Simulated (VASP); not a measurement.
Input of a VASP 6.6.1 run:

INCAR

```
  PREC = Accurate
  ENCUT = 520
  EDIFF = 1E-7
  ISMEAR = 0
  SIGMA = 0.1
  LREAL = False
  LASPH = True
  NELM = 100
  ALGO = Fast
  ISIF = 2
  LWAVE = False
  LCHARG = False
  GGA = PE
  NBANDS = 26
```

Contents of KPOINTS:

```
regular mesh
0
Gamma
  12 12 12
```

Contents of POSCAR:

```
Zr3H
1.0
    4.2423770059      0.0000000000      0.0000000000
    0.0000000000      4.2423770059      0.0000000000
    0.0000000000      0.0000000000      4.2423770059
Zr H
3 1
Direct
    0.0000000000      0.5000000000      0.5000000000
    0.5000000000      0.0000000000      0.5000000000
    0.5000000000      0.5000000000      0.0000000000
    0.0000000000      0.0000000000      0.0000000000
```

Potentials or basis: VASP PAW PBE potentials, release 64 (Zr_sv, H).

Launch:

```sh
$ cat potpaw_PBE.64/Zr_sv/POTCAR potpaw_PBE.64/H/POTCAR > POTCAR
$ mpirun -np 1 vasp_std > vasp.out
```

(1) Estimate the band gap on the k mesh.

(2) What does it give for the pressure?

## Answers

(1) zero (an odd number of electrons rules out a gap without spin polarisation).

(2) 0.0 GPa.
